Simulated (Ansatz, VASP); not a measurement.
## Ti: VASP beside Ansatz

The input INCAR:

```
SYSTEM = Ti
  PREC = Accurate
  ENCUT = 500
  EDIFF = 1E-6
  ISMEAR = -1
  SIGMA = 0.05
  LREAL = .FALSE.
  LASPH = .TRUE.
  NELM = 120
  ALGO = Normal
  ISIF = 2
  LWAVE = .FALSE.
  LCHARG = .FALSE.
  GGA = PE
  NBANDS = 12
  GGA_COMPAT = .FALSE.
```

The input KPOINTS:

```
regular mesh
0
G
  15 15 15
  0 0 0
```

File POSCAR:

```
Ti
1.0
    0.0000000000      2.0097000000      2.0300000000
    2.0097000000      0.0000000000      2.0300000000
    2.0097000000      2.0097000000      0.0000000000
Ti
1
Direct
    0.0000000000      0.0000000000      0.0000000000
```

Input for Ansatz:

```yaml
crystal:
  lattice:
    - [0.0, 2.0097, 2.03]
    - [2.0097, 0.0, 2.03]
    - [2.0097, 2.0097, 0.0]
  atoms:
    - { symbol: Ti, position: [0.0, 0.0, 0.0] }
kpoints:
  mp_grid: { grid: [15, 15, 15] }
  band_path:
    path:
      - [0.0, 0.0, 0.0]
      - [0.0, 0.5, 0.5]
      - [0.25, 0.75, 0.5]
      - [0.0, 0.5, 0.0]
      - [0.0, 0.0, 0.0]
      - [0.5, 0.5, 0.0]
      - [0.3725125, 0.6274875, 0.0]
      - [-0.3725125, 0.3725125, 0.0]
      - [0.0, 0.0, 0.0]
    npoints: 5
scf:
  occupations: { method: fermi_dirac, width: 0.05 }
hamiltonian:
  xc: pbe
  pseudopotentials: { kind: all_electron, lapw: { basis_error: 0.00025 } }
output:
  forces: true
  stress: true
  eigenvalues: true
```

Change from the starting cell: equal xx and yy strain of -1 %.

Alike in both runs: task single point; functional PBE; k mesh 15 × 15 × 15; occupations fermi-dirac, width 0.05 eV; no spin polarisation.

|  | VASP | Ansatz |
| --- | --- | --- |
| version | VASP 6.6.1 | Ansatz 0.2.0 |
| potentials or method | VASP PAW PBE potentials, release 64 (Ti_sv), cutoff 500 eV | all-electron LAPW, scalar-relativistic |

|  | VASP | Ansatz | Ansatz less VASP |
| --- | --- | --- | --- |
| pressure (GPa) | 6.6 | 7.0 | +0.41 |
| traceless stress, the component that is largest in VASP (GPa) | -0.26 | -0.26 | +0.001 |

Ansatz ran all-electron here, and VASP with PAW potentials.
